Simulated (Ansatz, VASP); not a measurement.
SnSe2 in VASP and in Ansatz

```
Sn Se
1.0
     1.89501    1.09409    6.02691
    -1.89501    1.09409    6.02691
     0.00000   -2.18817    6.02691
Sn Se
1 2
Cartesian
  0.0000 0.0000 -0.0041
  0.0000 0.0000 7.7363
  0.0000 0.0000 4.3217
```

Alike in both runs: task single point; functional LDA; k mesh 6 × 6 × 6; occupations fermi-dirac, width 0.02 eV; no spin polarisation.

|  | VASP | Ansatz |
| --- | --- | --- |
| version | VASP 6.6.1 | Ansatz 0.2.0 |
| potentials or method | VASP PAW LDA potentials, release 64 (Sn_d, Se) | plane waves |
| plane-wave cutoff (eV) | 520 | 420 |
| valence electrons in the cell | 26 | 46 |

VASP gave:

- pressure (GPa): -1.9
- traceless stress, the component that is largest in VASP (GPa): -1.62
- rms of the force components (eV/Å): 0.080

Q: Which values does Ansatz return?

A: Pressure (GPa): -2.0; traceless stress, the component that is largest in VASP (GPa): -1.68; rms of the force components (eV/Å): 0.072.

LDA's correlation is that of Perdew and Zunger in VASP and of Perdew and Wang (1992) in Ansatz. Atom by atom the forces differ by 0.008 eV/Å (rms over components). VASP's potentials hold 26 valence electrons a cell and Ansatz's 46, so a difference there can come from the potentials and not from the codes.
